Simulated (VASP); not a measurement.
Here is a VASP 6.6.1 calculation.

The input INCAR:

```
SYSTEM = Sn
  PREC = Accurate
  ENCUT = 520
  EDIFF = 1E-7
  ISMEAR = 0
  SIGMA = 0.05
  LREAL = .False.
  LASPH = .True.
  NELM = 60
  ALGO = Normal
  ISIF = 2
  LWAVE = .False.
  LCHARG = .False.
  GGA = PE
  NBANDS = 13
```

The input KPOINTS:

```
regular mesh
0
Gamma
  16 16 16
  0 0 0
```

File POSCAR:

```
Sn
1.0
   -1.8911406569      1.8911406569      1.8911406569
    1.8911406569     -1.8911406569      1.8911406569
    1.8911406569      1.8911406569     -1.8911406569
Sn
1
Direct
    0.0000000000      0.0000000000      0.0000000000
```

Potentials or basis: VASP PAW PBE potentials, release 64 (Sn_d).

Launch:

```console
$ cat potpaw_PBE.64/Sn_d/POTCAR > POTCAR
$ mpirun -np 1 vasp_std > vasp.out
```

(1) Predict the pressure.

(2) Estimate the band gap on the k mesh.

Results:

(1) 1.4 GPa.

(2) zero (bands 7 and 8 overlap by 10.41 eV).

Caveat: spin-orbit coupling is left out, which moves the levels of the heavy elements.
